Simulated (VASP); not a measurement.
# HfO2 in VASP: a series of runs

Runs on HfO2. Level: PBE. Tasks: single point.

Program: VASP 6.6.1. These are calculated values, not measurements. Logs are shortened: lines on timing, memory, paths and dates and some standing lists are left out, and cuts for length are marked.

### 1 The cell of the first run

The cell holds a sheet with vacuum, 3 atoms: a = 3.170 Å, b = 3.170 Å, c = 17.000 Å, α = 90.00°, β = 90.00°, γ = 120.00°.

### 2 Single point, PBE

Contents of INCAR:

```
SYSTEM = HfO2
ALGO     = Normal         ! electronic algorithm
DIPOL    = 0.5 0.5 0.502
EDIFF    = 1E-7           ! SCF threshold, eV
ENCUT    = 520            ! plane-wave cutoff, eV
GGA      = PE             ! functional
IDIPOL   = 3            
ISIF     = 2              ! what is computed and relaxed
ISMEAR   = 0              ! smearing method
LASPH    = .TRUE.         ! aspherical terms in the spheres
LCHARG   = .FALSE.        ! write CHGCAR
LDIPOL   = .TRUE.       
LREAL    = .FALSE.        ! projectors in reciprocal space
LWAVE    = .FALSE.        ! write WAVECAR
NBANDS   = 18             ! bands
NELM     = 80             ! most SCF steps
PREC     = Accurate       ! precision mode
SIGMA    = 0.1            ! smearing width, eV
```

Contents of KPOINTS:

```
k-points
0
G
  6 6 1
  0 0 0
```

Contents of POSCAR:

```
HfO2
1.0
    3.1702690000      0.0000000000      0.0000000000
   -1.5851350000      2.7455340000      0.0000000000
    0.0000000000      0.0000000000     17.0000000000
Hf O
1 2
Direct
    0.0000000000      0.0000000000      0.4239871300
    0.0000000000      0.0000000000      0.5045140000
    0.0000000000      0.0000000000      0.5760128700
```

Potentials or basis: VASP PAW PBE potentials, release 64 (Hf_pv, O).

Run with:

```console
cat potpaw_PBE.64/Hf_pv/POTCAR potpaw_PBE.64/O/POTCAR > POTCAR
mpirun -np 1 vasp_std > vasp.out
```

OUTCAR:

```text
SYSTEM = HfO2
   EDIFF = 1E-7
   ENCUT = 520
   GGA = PE
   ISIF = 2
   ISMEAR = 0
   LASPH = .TRUE.
   LREAL = .FALSE.
   NELM = 80
   PREC = Accurate

 ion  position               nearest neighbor table
   1  0.000  0.000  0.424-   2 1.37   3 2.58
   2  0.000  0.000  0.505-   3 1.22   1 1.37
   3  0.000  0.000  0.576-   2 1.22   1 2.58

 -----------------------------------------------------------------------------
|                                                                             |
|           W    W    AA    RRRRR   N    N  II  N    N   GGGG   !!!           |
|           W    W   A  A   R    R  NN   N  II  NN   N  G    G  !!!           |
|           W    W  A    A  R    R  N N  N  II  N N  N  G       !!!           |
|           W WW W  AAAAAA  RRRRR   N  N N  II  N  N N  G  GGG   !            |
|           WW  WW  A    A  R   R   N   NN  II  N   NN  G    G                |
|           W    W  A    A  R    R  N    N  II  N    N   GGGG   !!!           |
|                                                                             |
|     The distance between some ions is very small. Please check the          |
|     nearest-neighbor list in the OUTCAR file.                               |
|     I HOPE YOU KNOW WHAT YOU ARE DOING!                                     |
|                                                                             |
 -----------------------------------------------------------------------------

  LATTYP: Found a hexagonal cell.
 ALAT       =     3.1702690000
 C/A-ratio  =     5.3623209892

  Lattice vectors:

 A1 = (   3.1702690000,   0.0000000000,   0.0000000000)
 A2 = (  -1.5851350000,   2.7455340000,   0.0000000000)
 A3 = (   0.0000000000,   0.0000000000,  17.0000000000)

Analysis of symmetry for initial positions (statically):
=====================================================================
 Subroutine PRICEL returns:
 Original cell was already a primitive cell.

 Routine SETGRP: Setting up the symmetry group for a
 hexagonal supercell.

 Subroutine GETGRP returns: Found 12 space group operations
 (whereof 12 operations were pure point group operations)
 out of a pool of 24 trial point group operations.

The static configuration has the point symmetry C_6v.

Analysis of symmetry for dynamics (positions and initial velocities):
=====================================================================
 Subroutine PRICEL returns:
 Original cell was already a primitive cell.

 Routine SETGRP: Setting up the symmetry group for a
 hexagonal supercell.

 Subroutine GETGRP returns: Found 12 space group operations
 (whereof 12 operations were pure point group operations)
 out of a pool of 24 trial point group operations.

The dynamic configuration has the point symmetry C_6v.

 Subroutine INISYM returns: Found 12 space group operations
 (whereof 12 operations are pure point group operations),
 and found     1 'primitive' translations

----------------------------------------------------------------------------------------

                                     Primitive cell

  volume of cell :     147.9694

  direct lattice vectors                    reciprocal lattice vectors
     3.170269000  0.000000000  0.000000000     0.315430646  0.182113992  0.000000000
    -1.585135000  2.745534000  0.000000000     0.000000000  0.364227870  0.000000000
     0.000000000  0.000000000 17.000000000     0.000000000  0.000000000  0.058823529

  length of vectors
     3.170269000  3.170269691 17.000000000     0.364227949  0.364227870  0.058823529

  position of ions in fractional coordinates (direct lattice)
     0.000000000  0.000000000  0.423987130
     0.000000000  0.000000000  0.504514000
     0.000000000  0.000000000  0.576012870

  ion indices of the primitive-cell ions
   primitive index   ion index
                 1           1
                 2           2
                 3           3

----------------------------------------------------------------------------------------

 KPOINTS: k-points

Automatic generation of k-mesh.
 Grid dimensions read from file:
 generate k-points for:    6    6    1

 Generating k-lattice:

  Cartesian coordinates                     Fractional coordinates (reciprocal lattice)
     0.052571774  0.030352332  0.000000000     0.166666667  0.000000000  0.000000000
     0.000000000  0.060704645  0.000000000     0.000000000  0.166666667  0.000000000
     0.000000000  0.000000000  0.058823529     0.000000000  0.000000000  1.000000000

  Length of vectors
     0.060704658  0.060704645  0.058823529

  Shift w.r.t. Gamma in fractional coordinates (k-lattice)
     0.000000000  0.000000000  0.000000000

 Subroutine IBZKPT returns following result:
 ===========================================

 Found      7 irreducible k-points:

 Following reciprocal coordinates:
            Coordinates               Weight
  0.000000  0.000000  0.000000      1.000000
  0.166667  0.000000  0.000000      6.000000
  0.333333  0.000000  0.000000      6.000000
  0.500000  0.000000  0.000000      3.000000
  0.166667  0.166667  0.000000      6.000000
  0.333333  0.166667  0.000000     12.000000
  0.333333  0.333333  0.000000      2.000000
   k-points           NKPTS =      7   k-points in BZ     NKDIM =      7   number of bands    NBANDS=     18
   number of dos      NEDOS =    301   number of ions     NIONS =      3
   total plane-waves  NPLWV =  72576
   dimension x,y,z NGX =    24 NGY =   24 NGZ =  126
   dimension x,y,z NGXF=    48 NGYF=   48 NGZF=  252
   ions per type =               1   2
   NGX,Y,Z   is equivalent  to a cutoff of  12.59, 12.59, 12.32 a.u.
   NGXF,Y,Z  is equivalent  to a cutoff of  25.17, 25.17, 24.64 a.u.
 SYSTEM =  HfO2
   PREC   = accura    normal or accurate (medium, high low for compatibility)
   ISTART =      0    job   : 0-new  1-cont  2-samecut
   ICHARG =      2    charge: 1-file 2-atom 10-const
   ISPIN  =      1    spin polarized calculation?
   LNONCOLLINEAR =      F non collinear calculations
   LSORBIT =      F    spin-orbit coupling
   LASPH  =      T    aspherical Exc in radial PAW
   ENCUT  =  520.0 eV  38.22 Ry    6.18 a.u.   5.89  5.89 31.61*2*pi/ulx,y,z
   NELM   =     80;   NELMIN=  2; NELMDL= -5     # of ELM steps
   EDIFF  = 0.1E-06   stopping-criterion for ELM
   LREAL  =      F    real-space projection
   EDIFFG = 0.1E-05   stopping-criterion for IOM
   NSW    =      0    number of steps for IOM
   IBRION =     -1    ionic relax: 0-MD 1-quasi-New 2-CG
   NFREE  =      0    steps in history (QN), initial steepest desc. (CG)
   ISIF   =      2    stress and relaxation
   ISYM   =      2    0-nonsym 1-usesym 2-fastsym
   POTIM  = 0.5000    time-step for ionic-motion
   TEBEG  =    0.0;   TEEND  =   0.0 temperature during run
   PSTRESS=    0.0 pullay stress
   NELECT =      22.0000    total number of electrons
   NUPDOWN=      -1.0000    fix difference up-down
   EMIN   =  10.00;   EMAX   =-10.00  energy-range for DOS
   EFERMI =   0.00;   METHOD = LEGACY
   ISMEAR =     0;   SIGMA  =   0.10  broadening in eV -4-tet -1-fermi 0-gaus
   EFERMI_NEDOS =   21; number of points for ismear=-14 and -15
   IALGO  =     38    algorithm
   IMIX   =      4    mixing-type and parameters
     AMIX     =   0.40;   BMIX     =  1.00
     AMIX_MAG =   1.60;   BMIX_MAG =  1.00
  volume/ion in A,a.u.               =      49.32       332.85
  Fermi-wavevector in a.u.,A,eV,Ry     =   0.867278  1.638918 10.233915  0.752172
  Thomas-Fermi vector in A             =   1.985789
   LORBIT       =      0    0 simple, 1 ext, 2 COOP (PROOUT), +10 PAW based schemes
   GGA     = PE    functional components
   LHFCALC =     F    Hartree Fock is set to
   AEXX    =    0.0000 exact exchange contribution
   IVDW    =     0    specifies the selected vdW correction
   LEPSILON=     F    determine dielectric tensor
   LRPA    =     F    only Hartree local field effects (RPA)
 non-spin polarized calculation
 Gauss-broadening in eV      SIGMA  =   0.10
  energy-cutoff  :      520.00
  volume of cell :      147.97
 maximum number of plane-waves:      4020
 NGX is ok and might be reduce to    24
   NGX = 11   NGY = 11   NGZ = 63

 dipolmoment           0.000000      0.000000     -0.032114 electrons x Angstroem

 number of electron      21.9999990 magnetization

 dipolmoment           0.000000      0.000000      0.265607 electrons x Angstroem

 Free energy of the ion-electron system (eV)
  ---------------------------------------------------
  ext. energy  EPLUGINS =         0.00000000
  ---------------------------------------------------
  free energy    TOTEN  =        -9.80074046 eV

  energy without entropy =       -9.77742940  energy(sigma->0) =       -9.78908493

 E-fermi :  -3.1085     XC(G=0):  -3.7537

 val. band max:       -3.1725637188   @ k =   0.1667   0.0000   0.0000
 cond. band min:      -3.1015116836   @ k =   0.0000   0.0000   0.0000
 fundamental gap:      0.0710520352
 Fermi energy:        -3.1084609586

 k-point     1 :       0.0000    0.0000    0.0000
  band No.  band energies     occupation
      1     -38.6350      2.00000
      2     -32.9278      2.00000
      3     -32.9278      2.00000
      4     -28.7743      2.00000
      5     -16.1098      2.00000
      6     -12.0800      2.00000
[... 10 lines left out ...]
     17       4.1727      0.00000
     18       4.8429      0.00000

 k-point     2 :       0.1667    0.0000    0.0000
  band No.  band energies     occupation
      1     -38.6165      2.00000
      2     -33.0945      2.00000
      3     -32.9661      2.00000
      4     -28.7431      2.00000
      5     -16.0576      2.00000
      6     -12.4127      2.00000
[... 10 lines left out ...]
     17       4.1678      0.00000
     18       4.5270      0.00000
[... 85 lines left out ...]
 k-point     7 :       0.3333    0.3333    0.0000
  band No.  band energies     occupation
      1     -38.5515      2.00000
      2     -33.3769      2.00000
      3     -33.3769      2.00000
      4     -28.6333      2.00000
      5     -15.8744      2.00000
      6     -12.8987      2.00000
[... 10 lines left out ...]
     17       5.4426      0.00000
     18       5.4427      0.00000

------------------------ aborting loop because EDIFF is reached ----------------------------------------

 vacuum level on the upper side and lower side of the slab       (xc-potential included)         2.500        -2.965

  FORCE on cell =-STRESS in cart. coord.  units (eV):
  Direction    XX          YY          ZZ          XY          YZ          ZX
  --------------------------------------------------------------------------------------
  -------------------------------------------------------------------------------------
  Total        1.5718679      1.5718685     92.8242066     -0.0000003      0.0000000     -0.0000000
  in kB       17.0198126     17.0198189   1005.0784626     -0.0000031      0.0000000     -0.0000000
  external PRESSURE =     346.3726980 kB  Pullay stress =       0.0000000 kB

 VOLUME and BASIS-vectors are now :
 -----------------------------------------------------------------------------
  energy-cutoff  :      520.00
  volume of cell :      147.97
      direct lattice vectors                 reciprocal lattice vectors
     3.170269000  0.000000000  0.000000000     0.315430646  0.182113992  0.000000000
    -1.585135000  2.745534000  0.000000000     0.000000000  0.364227870  0.000000000
     0.000000000  0.000000000 17.000000000     0.000000000  0.000000000  0.058823529

 POSITION                                       TOTAL-FORCE (eV/Angst)
 -----------------------------------------------------------------------------------
      0.00000      0.00000      7.20778        -0.000000      0.000000    -60.127167
      0.00000      0.00000      8.57674         0.000000     -0.000000     51.435362
      0.00000      0.00000      9.79222        -0.000000     -0.000000      8.691805
 -----------------------------------------------------------------------------------
    total drift:                                0.000000      0.000000      0.002149

  FREE ENERGIE OF THE ION-ELECTRON SYSTEM (eV)
  ---------------------------------------------------
  free  energy   TOTEN  =        -9.8007404566 eV

  energy  without entropy=       -9.7774293953  energy(sigma->0) =       -9.78908493

 vacuum level on the upper side and lower side of the slab         4.990        -0.650
```

Wall time 80 s (1 thread of AMD EPYC 7R43 (Zen 3), shared host); peak memory 0.21 GiB.

Results:

| Property | Result |
| --- | --- |
| Free energy | -9.8007 eV |
| Largest force | 60.127 eV/Å |
| Band gap on the k mesh | zero (band 11 reaches -3.05 eV, above the bottom of band 12 at -3.10 eV) |

Forces on the atoms (eV/Å):
```
Hf    0.000   0.000 -60.127
O     0.000   0.000  51.435
O     0.000   0.000   8.692
```

Levels at points of the mesh, in eV from the Fermi level:
| k point | band 8 | band 9 | band 10 | band 11 | band 12 | band 13 | band 14 | band 15 |
| --- | --- | --- | --- | --- | --- | --- | --- | --- |
| (0.00, 0.00, 0.00) | -7.04 | -5.16 | -0.14 | 0.01 | 0.01 | 1.71 | 1.71 | 2.77 |
| (0.50, 0.00, 0.00) | -6.71 | -2.31 | -1.52 | -0.27 | 1.15 | 4.20 | 4.99 | 6.47 |

Caveat: the k points lie up to 0.38 Å⁻¹ apart; the standard files for N, O and F lose accuracy on very short bonds; spin-orbit coupling is left out, which moves the levels of the heavy elements.

(Part 1 of 2 ends here.)
